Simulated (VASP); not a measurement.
# BN (P6_3mc) in VASP: further runs

Runs on BN. Level: HSE06. Tasks: single point.

Everything below comes from runs of VASP 6.6.1. Logs are shortened: lines on timing, memory, paths and dates and some standing lists are left out, and cuts for length are marked.

**1. The cell of the first run**

Symmetry: P6_3mc, No. 186, hexagonal system. Conventional cell: a = 2.544 Å, b = 2.544 Å, c = 4.040 Å, α = 90.00°, β = 90.00°, γ = 120.00°. B (site symmetry 3m) has 4 N at 1.52 to 1.55 Å within 2.0 Å. Within 2.0 Å of N (site symmetry 3m) lie 4 B at 1.52 to 1.55 Å.

**2. Single point, HSE06 (uniaxial z strain -4.0%)**

The input, POSCAR:

```
BN
1.0
    2.5439499996      0.0000000000      0.0000000000
   -1.2719749998      2.2031253256      0.0000000000
    0.0000000000      0.0000000000      4.0395027278
B N
2 2
Direct
    0.3333333333      0.6666666667     -0.0003699905
    0.6666666667      0.3333333333      0.4996300095
    0.3333333333      0.6666666667      0.3753699905
    0.6666666667      0.3333333333      0.8753699905
```

The input, INCAR.step1:

```
ALGO = Normal
EDIFF = 1E-5
ENCUT = 520
GGA = PE
ISIF = 2
ISMEAR = 0
LASPH = T
LCHARG = F
LREAL = F
LWAVE = T
NBANDS = 16
NELM = 100
PREC = Accurate
SIGMA = 0.01
```

The input, INCAR.step2:

```
ALGO = Normal
EDIFF = 1E-6
ENCUT = 520
GGA = PE
HFSCREEN = 0.2079
ISIF = 2
ISMEAR = 0
ISTART = 1
LASPH = T
LCHARG = F
LHFCALC = T
LREAL = F
LWAVE = F
NBANDS = 16
NELM = 100
PREC = Accurate
PRECFOCK = Normal
SIGMA = 0.01
```

The input, KPOINTS:

```
k-points
0
Gamma
  9 9 4
```

Potentials or basis: VASP PAW PBE potentials, release 64 (B, N).

Started as:

```sh
cat potpaw_PBE.64/B/POTCAR potpaw_PBE.64/N/POTCAR > POTCAR
cp INCAR.step1 INCAR
mpirun -np 1 vasp_std > vasp.out
cp INCAR.step2 INCAR
mpirun -np 1 vasp_std > vasp.out
```

OUTCAR:

```text
EDIFF = 1E-6
   ENCUT = 520
   GGA = PE
   HFSCREEN = 0.2079
   ISIF = 2
   ISMEAR = 0
   ISTART = 1
   LASPH = T
   LHFCALC = T
   LREAL = F
   NELM = 100
   PREC = Accurate
   PRECFOCK = Normal

 ion  position               nearest neighbor table
   1  0.333  0.667  1.000-   3 1.52   4 1.55   4 1.55   4 1.55
   2  0.667  0.333  0.500-   4 1.52   3 1.55   3 1.55   3 1.55
   3  0.333  0.667  0.375-   1 1.52   2 1.55   2 1.55   2 1.55
   4  0.667  0.333  0.875-   2 1.52   1 1.55   1 1.55   1 1.55

  LATTYP: Found a hexagonal cell.
 ALAT       =     2.5439499996
 C/A-ratio  =     1.5878860545

  Lattice vectors:

 A1 = (   2.5439499996,   0.0000000000,   0.0000000000)
 A2 = (  -1.2719749998,   2.2031253256,   0.0000000000)
 A3 = (   0.0000000000,   0.0000000000,   4.0395027278)

Analysis of symmetry for initial positions (statically):
=====================================================================
 Subroutine PRICEL returns:
 Original cell was already a primitive cell.

 Routine SETGRP: Setting up the symmetry group for a
 hexagonal supercell.

 Subroutine GETGRP returns: Found 12 space group operations
 (whereof  6 operations were pure point group operations)
 out of a pool of 24 trial point group operations.

The static configuration has the point symmetry C_3v.
 The point group associated with its full space group is C_6v.

Analysis of symmetry for dynamics (positions and initial velocities):
=====================================================================
 Subroutine PRICEL returns:
 Original cell was already a primitive cell.

 Routine SETGRP: Setting up the symmetry group for a
 hexagonal supercell.

 Subroutine GETGRP returns: Found 12 space group operations
 (whereof  6 operations were pure point group operations)
 out of a pool of 24 trial point group operations.

The dynamic configuration has the point symmetry C_3v.
 The point group associated with its full space group is C_6v.

 Subroutine INISYM returns: Found 12 space group operations
 (whereof  6 operations are pure point group operations),
 and found     1 'primitive' translations

----------------------------------------------------------------------------------------

[... 103 lines left out ...]
   ISYM   =      3    0-nonsym 1-usesym 2-fastsym
   POTIM  = 0.5000    time-step for ionic-motion
   TEBEG  =    0.0;   TEEND  =   0.0 temperature during run
   PSTRESS=    0.0 pullay stress
   NELECT =      16.0000    total number of electrons
   NUPDOWN=      -1.0000    fix difference up-down
   EMIN   =  10.00;   EMAX   =-10.00  energy-range for DOS
   EFERMI =   0.00;   METHOD = LEGACY
   ISMEAR =     0;   SIGMA  =   0.01  broadening in eV -4-tet -1-fermi 0-gaus
   EFERMI_NEDOS =   21; number of points for ismear=-14 and -15
   IALGO  =     38    algorithm
   IMIX   =      1    mixing-type and parameters
     AMIX     =   0.40;   BMIX     =  1.00
     AMIX_MAG =   1.60;   BMIX_MAG =  1.00
  volume/ion in A,a.u.               =       5.66        38.20
  Fermi-wavevector in a.u.,A,eV,Ry     =   1.458220  2.755635 28.931488  2.126404
  Thomas-Fermi vector in A             =   2.574930
   LORBIT       =      0    0 simple, 1 ext, 2 COOP (PROOUT), +10 PAW based schemes
   GGA     = PE    functional components
   LHFCALC =     T    Hartree Fock is set to
   PRECFOCK=normal    Normal, Fast or Accurate (Low or Medium for compatibility)
   ENCUT4O =  -1.0   cutoff for four orbital integrals eV
   NKREDX  =     1    reduce k-point grid by
   NKREDY  =     1    reduce k-point grid by
   NKREDZ  =     1    reduce k-point grid by
   AEXX    =    0.2500 exact exchange contribution
   HFSCREEN=    0.2079 screening length (either q_TF or 0.3 A-1)
   HFSCREENC=   0.2079 screening length for correlation (either q_TF or 0.3 A-1)
   ENCUTFOCK=  -1.0 apply spherical cutoff to Coloumb kernel
   IVDW    =     0    specifies the selected vdW correction
   LEPSILON=     F    determine dielectric tensor
   LRPA    =     F    only Hartree local field effects (RPA)
 non-spin polarized calculation
 Gauss-broadening in eV      SIGMA  =   0.01
  energy-cutoff  :      520.00
  volume of cell :       22.64
 maximum number of plane-waves:       640
 NGX is ok and might be reduce to    20
  NGX = 16; NGY = 16; NGZ = 24

 number of electron      16.0000002 magnetization

 Free energy of the ion-electron system (eV)
  ---------------------------------------------------
  ext. energy  EPLUGINS =         0.00000000
  ---------------------------------------------------
  free energy    TOTEN  =       -40.46712197 eV

  energy without entropy =      -40.46712197  energy(sigma->0) =      -40.46712197

 E-fermi :   7.2632     XC(G=0): -10.6378

 val. band max:        7.2113956298   @ k =   0.0000   0.0000   0.0000
 cond. band min:      13.8774181632   @ k =   0.3333   0.3333   0.0000
 fundamental gap:      6.6660225334
 Fermi energy:         7.2632418631

 k-point     1 :       0.0000    0.0000    0.0000
  band No.  band energies     occupation
      1     -15.5773      2.00000
      2     -10.5052      2.00000
      3      -4.9525      2.00000
      4       4.4780      2.00000
      5       4.4780      2.00000
      6       7.0703      2.00000
[... 433 lines left out ...]
      3      -2.7536      2.00000
      4      -2.0733      2.00000
      5      -2.0733      2.00000
      6       0.4401      2.00000
[... 8 lines left out ...]
     15      26.6729      0.00000
     16      26.6729      0.00000

 [... further k-points ...]

------------------------ aborting loop because EDIFF is reached ----------------------------------------

  FORCE on cell =-STRESS in cart. coord.  units (eV):
  Direction    XX          YY          ZZ          XY          YZ          ZX
  --------------------------------------------------------------------------------------
  -------------------------------------------------------------------------------------
  Total       -0.1341406     -0.1341406      6.3173359      0.0000000      0.0000000      0.0000000
  in kB       -9.4928152     -9.4928152    447.0631475      0.0000000      0.0000000      0.0000000
  external PRESSURE =     142.6925057 kB  Pullay stress =       0.0000000 kB

 VOLUME and BASIS-vectors are now :
 -----------------------------------------------------------------------------
  energy-cutoff  :      520.00
  volume of cell :       22.64
      direct lattice vectors                 reciprocal lattice vectors
     2.543950000  0.000000000  0.000000000     0.393089487  0.226950321  0.000000000
    -1.271975000  2.203125326  0.000000000     0.000000000  0.453900642  0.000000000
     0.000000000  0.000000000  4.039502728     0.000000000  0.000000000  0.247555223

 POSITION                                       TOTAL-FORCE (eV/Angst)
 -----------------------------------------------------------------------------------
     -0.00000      1.46875      4.03801        -0.000000     -0.000000     -0.056376
      1.27197      0.73438      2.01826         0.000000      0.000000     -0.056376
     -0.00000      1.46875      1.51631         0.000000      0.000000      0.056376
      1.27197      0.73438      3.53606        -0.000000     -0.000000      0.056376
 -----------------------------------------------------------------------------------
    total drift:                                0.000000     -0.000000     -0.000003

  FREE ENERGIE OF THE ION-ELECTRON SYSTEM (eV)
  ---------------------------------------------------
  free  energy   TOTEN  =       -40.4671219721 eV

  energy  without entropy=      -40.4671219721  energy(sigma->0) =      -40.46712197
```

OUTCAR.step1:

```text
EDIFF = 1E-5
   ENCUT = 520
   GGA = PE
   ISIF = 2
[... 689 lines left out ...]
     -0.00000      1.46875      4.03801         0.000000      0.000000     -0.059550
      1.27197      0.73438      2.01826         0.000000      0.000000     -0.059550
     -0.00000      1.46875      1.51631         0.000000      0.000000      0.059550
      1.27197      0.73438      3.53606        -0.000000      0.000000      0.059550
 -----------------------------------------------------------------------------------
    total drift:                               -0.000000     -0.000000      0.000718

  FREE ENERGIE OF THE ION-ELECTRON SYSTEM (eV)
  ---------------------------------------------------
  free  energy   TOTEN  =       -34.6617670030 eV

  energy  without entropy=      -34.6617670030  energy(sigma->0) =      -34.66176700
```

OSZICAR.step1:

```text
N       E                     dE             d eps       ncg     rms          rms(c)
DAV:   1     0.374558895988E+02    0.37456E+02   -0.84613E+03  1152   0.981E+02
DAV:   2    -0.346504970870E+02   -0.72106E+02   -0.67564E+02  1664   0.230E+02
DAV:   3    -0.367641776410E+02   -0.21137E+01   -0.21104E+01  1312   0.367E+01
DAV:   4    -0.367687677053E+02   -0.45901E-02   -0.45898E-02  1424   0.191E+00
DAV:   5    -0.367687796356E+02   -0.11930E-04   -0.11930E-04  1288   0.901E-02    0.988E+00
DAV:   6    -0.348603741363E+02    0.19084E+01   -0.23015E+00  1496   0.139E+01    0.475E+00
DAV:   7    -0.346926869946E+02    0.16769E+00   -0.36663E-01  1472   0.488E+00    0.284E+00
DAV:   8    -0.346626461445E+02    0.30041E-01   -0.55239E-02  1304   0.196E+00    0.268E-01
DAV:   9    -0.346614798418E+02    0.11663E-02   -0.20545E-03  1360   0.536E-01    0.146E-01
DAV:  10    -0.346617590547E+02   -0.27921E-03   -0.44901E-04  1352   0.170E-01    0.256E-02
DAV:  11    -0.346617670030E+02   -0.79483E-05   -0.35845E-05  1472   0.573E-02
   1 F= -.34661767E+02 E0= -.34661767E+02  d E =-.310152E-25
```

Run time: 63 min. Hardware: 1 thread of Intel Xeon Platinum 8259CL at 2.50GHz (Skylake/Cascade Lake), shared host; peak memory 0.25 GiB.

Results:

* Free energy: -40.4671 eV
* Pressure: 14.3 GPa
* Largest force: 0.056 eV/Å
* Band gap on the k mesh: 6.67 eV (least direct gap 9.85 eV)

Forces on the atoms (eV/Å):
```
B    0.000  0.000 -0.056
B    0.000  0.000 -0.056
N    0.000  0.000  0.056
N    0.000  0.000  0.056
```

Stress tensor (GPa, compression positive):
```
-0.95  0.00  0.00
 0.00 -0.95  0.00
 0.00  0.00 44.71
```

Caveat: the cell differs from its parent crystal (uniaxial z strain -4.0%); the stress differs along the axes, from -1 to 45 GPa; the structure was generated, so it needn't be the stable form of BN; the PAW data sets were made with another functional, which shifts forces and pressure a little. A k mesh can miss the band edges.

**3. Single point, HSE06 (uniaxial z strain +3.0%)**

The input, POSCAR:

```
BN
1.0
    2.5439499996      0.0000000000      0.0000000000
   -1.2719749998      2.2031253256      0.0000000000
    0.0000000000      0.0000000000      4.3340498018
B N
2 2
Direct
    0.3333333333      0.6666666667     -0.0004863536
    0.6666666667      0.3333333333      0.4995136464
    0.3333333333      0.6666666667      0.3754863536
    0.6666666667      0.3333333333      0.8754863536
```

The input, INCAR.step1:

```
SYSTEM = BN
ALGO = Normal
EDIFF = 1E-5
ENCUT = 520
GGA = PE
ISIF = 2
ISMEAR = 0
LASPH = .True.
LCHARG = .False.
LREAL = .False.
LWAVE = .True.
NBANDS = 16
NELM = 80
PREC = Accurate
SIGMA = 0.01
```

The input, INCAR.step2:

```
SYSTEM = BN
ALGO = Normal
EDIFF = 1E-6
ENCUT = 520
GGA = PE
HFSCREEN = 0.2079
ISIF = 2
ISMEAR = 0
ISTART = 1
LASPH = .True.
LCHARG = .False.
LHFCALC = .True.
LREAL = .False.
LWAVE = .False.
NBANDS = 16
NELM = 80
PREC = Accurate
PRECFOCK = Normal
SIGMA = 0.01
```

The input, KPOINTS:

```
k-points
0
Gamma
  9 9 4
  0 0 0
```

Potentials or basis: VASP PAW PBE potentials, release 64 (B, N).

Started as:

```sh
cat potpaw_PBE.64/B/POTCAR potpaw_PBE.64/N/POTCAR > POTCAR
cp INCAR.step1 INCAR
mpirun -np 1 vasp_std > vasp.out
cp INCAR.step2 INCAR
mpirun -np 1 vasp_std > vasp.out
```

OUTCAR:

```text
SYSTEM = BN
   EDIFF = 1E-6
   ENCUT = 520
   GGA = PE
   HFSCREEN = 0.2079
   ISIF = 2
   ISMEAR = 0
   ISTART = 1
   LASPH = .True.
   LHFCALC = .True.
   LREAL = .False.
   NELM = 80
   PREC = Accurate
   PRECFOCK = Normal

 ion  position               nearest neighbor table
   1  0.333  0.667  1.000-   4 1.56   4 1.56   4 1.56   3 1.63
   2  0.667  0.333  0.500-   3 1.56   3 1.56   3 1.56   4 1.63
   3  0.333  0.667  0.375-   2 1.56   2 1.56   2 1.56   1 1.63
   4  0.667  0.333  0.875-   1 1.56   1 1.56   1 1.56   2 1.63

[... 668 lines left out ...]
  --------------------------------------------------------------------------------------
  -------------------------------------------------------------------------------------
  Total       -0.7942369     -0.7942369     -4.9546342      0.0000000      0.0000000     -0.0000000
  in kB      -52.3864527    -52.3864527   -326.7988419      0.0000000      0.0000000     -0.0000000
  external PRESSURE =    -143.8572491 kB  Pullay stress =       0.0000000 kB

 VOLUME and BASIS-vectors are now :
 -----------------------------------------------------------------------------
  energy-cutoff  :      520.00
  volume of cell :       24.29
      direct lattice vectors                 reciprocal lattice vectors
     2.543950000  0.000000000  0.000000000     0.393089487  0.226950321  0.000000000
    -1.271975000  2.203125326  0.000000000     0.000000000  0.453900642  0.000000000
     0.000000000  0.000000000  4.334049802     0.000000000  0.000000000  0.230731082

 POSITION                                       TOTAL-FORCE (eV/Angst)
 -----------------------------------------------------------------------------------
     -0.00000      1.46875      4.33194        -0.000000      0.000000      0.029796
      1.27197      0.73438      2.16492         0.000000     -0.000000      0.029796
     -0.00000      1.46875      1.62738         0.000000      0.000000     -0.029796
      1.27197      0.73438      3.79440        -0.000000     -0.000000     -0.029796
 -----------------------------------------------------------------------------------
    total drift:                                0.000000      0.000000     -0.000025

  FREE ENERGIE OF THE ION-ELECTRON SYSTEM (eV)
  ---------------------------------------------------
  free  energy   TOTEN  =       -40.4977270604 eV

  energy  without entropy=      -40.4977270604  energy(sigma->0) =      -40.49772706
```

Run time: 54 min. Hardware: 1 thread of Intel Xeon Platinum 8259CL at 2.50GHz (Skylake/Cascade Lake), shared host; peak memory 0.25 GiB.

Results:

- Free energy: -40.4977 eV
- Pressure: -14.4 GPa
- Largest force: 0.030 eV/Å
- Band gap on the k mesh: 6.55 eV (least direct gap 9.12 eV)

Forces on the atoms (eV/Å):
```
B    0.000  0.000  0.030
B    0.000  0.000  0.030
N    0.000  0.000 -0.030
N    0.000  0.000 -0.030
```

Levels at points of the mesh, in eV from the valence-band top:
| k point | band 6 | band 7 | band 8 | band 9 | band 10 | band 11 |
| --- | --- | --- | --- | --- | --- | --- |
| (0.00, 0.00, 0.00) | -0.26 | 0.00 | 0.00 | 9.12 | 10.28 | 10.28 |
| (0.00, 0.00, 0.50) | -1.10 | -1.10 | -1.10 | 11.36 | 11.36 | 11.79 |

Caveat: the cell differs from its parent crystal (uniaxial z strain +3.0%); the stress differs along the axes, from -33 to -5 GPa; the structure was generated, so it needn't be the stable form of BN; the PAW data sets were made with another functional, which shifts forces and pressure a little. A k mesh can miss the band edges.

**4. Single point, HSE06 (uniaxial z strain +4.0%)**

The input, POSCAR:

```
BN
1.0
    2.5439499996      0.0000000000      0.0000000000
   -1.2719749998      2.2031253256      0.0000000000
    0.0000000000      0.0000000000      4.3761279552
B N
2 2
Direct
    0.3333333333      0.6666666667     -0.0009744027
    0.6666666667      0.3333333333      0.4990255973
    0.3333333333      0.6666666667      0.3759744027
    0.6666666667      0.3333333333      0.8759744027
```

The input, INCAR.step1:

```
SYSTEM = BN
PREC = Accurate ; ENCUT = 520
EDIFF = 1E-5 ; ISMEAR = 0
SIGMA = 0.01 ; LREAL = .FALSE.
LASPH = .TRUE. ; NELM = 60
ALGO = Normal ; ISIF = 2
LWAVE = .TRUE. ; NBANDS = 16
GGA = PE
```

The input, INCAR.step2:

```
SYSTEM = BN
PREC = Accurate ; ENCUT = 520
EDIFF = 1E-6 ; ISMEAR = 0
SIGMA = 0.01 ; LREAL = .FALSE.
LASPH = .TRUE. ; NELM = 60
ALGO = Normal ; ISIF = 2
LWAVE = .FALSE. ; LCHARG = .TRUE.
GGA = PE ; LHFCALC = .TRUE.
HFSCREEN = 0.2079 ; PRECFOCK = Normal
LELF = .TRUE. ; LVHAR = .TRUE.
NBANDS = 16 ; ISTART = 1
```

The input, KPOINTS:

```
regular mesh
0
G
  9 9 4
  0 0 0
```

Started as:

```sh
cat potpaw_PBE.64/B/POTCAR potpaw_PBE.64/N/POTCAR > POTCAR
cp INCAR.step1 INCAR
mpirun -np 1 vasp_std > vasp.out
cp INCAR.step2 INCAR
mpirun -np 1 vasp_std > vasp.out
```

Wall time 64 min (1 thread of Oxide Virtual Turin-like, shared host); peak memory 0.23 GiB.

The run converged. Its results:

```
Free energy            : -40.4440 eV
Pressure               : -17.2 GPa
Largest force          : 0.041 eV/Å
Band gap on the k mesh : 6.60 eV (least direct gap 8.72 eV)
```

Forces on the atoms (eV/Å):
```
B    0.000  0.000  0.041
B    0.000  0.000  0.041
N    0.000  0.000 -0.041
N    0.000  0.000 -0.041
```

Stress tensor (GPa, compression positive):
```
 -5.67   0.00   0.00
  0.00  -5.67   0.00
  0.00   0.00 -40.35
```

Levels at points of the mesh, in eV from the valence-band top:
| k point | band 6 | band 7 | band 8 | band 9 | band 10 | band 11 |
| --- | --- | --- | --- | --- | --- | --- |
| (0.00, 0.00, 0.00) | -0.22 | 0.00 | 0.00 | 8.72 | 10.36 | 10.36 |
| (0.00, 0.00, 0.50) | -1.04 | -1.04 | -1.04 | 11.40 | 11.40 | 11.82 |

Caveat: the cell differs from its parent crystal (uniaxial z strain +4.0%); the stress differs along the axes, from -40 to -6 GPa; the structure was generated, so it needn't be the stable form of BN; the PAW data sets were made with another functional, which shifts forces and pressure a little. A k mesh can miss the band edges.

**5. Summary**

```csv
cell,gap on the mesh (eV),pressure (GPa),largest force (eV/Å)
"a = 2.544, b = 2.544, c = 4.040 Å, angles 90.0, 90.0, 120.0°, 4 atoms, uniaxial z strain -4.0%",6.67,14.3,0.06
"a = 2.544, b = 2.544, c = 4.334 Å, angles 90.0, 90.0, 120.0°, 4 atoms, uniaxial z strain +3.0%",6.55,-14.4,0.03
"a = 2.544, b = 2.544, c = 4.376 Å, angles 90.0, 90.0, 120.0°, 4 atoms, uniaxial z strain +4.0%",6.60,-17.2,0.04
```

Alike in all rows: task single point; level HSE06; potentials or basis VASP PAW PBE potentials, release 64 (B, N); no spin polarisation; k mesh 9 × 9 × 4; cutoff (eV) 520; smearing gaussian 0.01 eV.

Caveats: the structure was generated, so it needn't be the stable form of BN; the PAW data sets were made with another functional, which shifts forces and pressure a little; the stress differs along the axes, from -1 to 45 GPa (at least some runs); the stress differs along the axes, from -33 to -5 GPa (at least some runs); the stress differs along the axes, from -40 to -6 GPa (at least some runs).

Total energies depend on the potentials used, so only differences within one code and one set of settings carry meaning.
